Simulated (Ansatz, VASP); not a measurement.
Cu3S in VASP and in Ansatz

The input INCAR:

```
  PREC = Accurate
  ENCUT = 600
  EDIFF = 1E-7
  ISMEAR = 0
  SIGMA = 0.1
  LREAL = False
  LASPH = True
  NELM = 60
  ALGO = Normal
  ISIF = 3
  LWAVE = False
  LCHARG = False
  GGA = PE
  IBRION = 2
  NSW = 90
  EDIFFG = -0.04
```

File KPOINTS:

```
Automatic mesh
0
Gamma
  4 4 4
```

POSCAR

```
Cu3S
1.0
    3.8716744446      0.0000000000      0.0000000000
    0.0000000000      3.8716744446      0.0000000000
    0.0000000000      0.0000000000      3.8716744446
Cu S
3 1
Direct
    0.0000000000      0.5000000000      0.5000000000
    0.5000000000      0.0000000000      0.5000000000
    0.5000000000      0.5000000000      0.0000000000
    0.0000000000      0.0000000000      0.0000000000
```

Input for Ansatz:

```yaml
crystal:
  lattice:
    - [3.8716744446, 0.0, 0.0]
    - [0.0, 3.8716744446, 0.0]
    - [0.0, 0.0, 3.8716744446]
  atoms:
    - { symbol: Cu, position: [0.0, 0.5, 0.5] }
    - { symbol: Cu, position: [0.5, 0.0, 0.5] }
    - { symbol: Cu, position: [0.5, 0.5, 0.0] }
    - { symbol: S, position: [0.0, 0.0, 0.0] }
basis:
  ecutwfc: 420
kpoints:
  mp_grid: { grid: [4, 4, 4] }
hamiltonian:
  xc: pbe
scf:
  occupations: { method: gaussian, width: 0.1 }
  lower_state_search: "off"
output:
  forces: true
  stress: true
  eigenvalues: true
relax:
  adjacent_minimum: "off"
  f_tol: 0.04
  max_steps: 70
  cell: { stress_tol: 0.4 }
```

Alike in both runs: task relaxation of cell and atoms; functional PBE; k mesh 4 × 4 × 4; occupations gaussian, width 0.1 eV; no spin polarisation.

```csv
,VASP,Ansatz
version,VASP 6.6.1,Ansatz 0.2.0
potentials or method,"VASP PAW PBE potentials, release 64 (Cu, S), cutoff 600 eV","scalar-relativistic, plane waves, PAW"
valence electrons in the cell,39,63
```

Ansatz gave:

| Property | Result |
| --- | --- |
| gap on the k mesh at the Fermi level, each at its own relaxed structure (eV) | none |
| relaxed volume (Å³/atom) | 12.80 |
| relaxed cell length with the largest relative difference (Å) | 3.714 |

Problem. What did VASP give for the same quantities?

Solution. gap on the k mesh at the Fermi level, each at its own relaxed structure (eV): none; relaxed volume (Å³/atom): 12.83; relaxed cell length with the largest relative difference (Å): 3.716.

A gap of «none» marks a metal or a gap that the smearing closes. VASP's potentials hold 39 valence electrons a cell and Ansatz's 63, so a difference there can come from the potentials and not from the codes.

The k mesh is coarse, so the values compare programs but aren't converged.
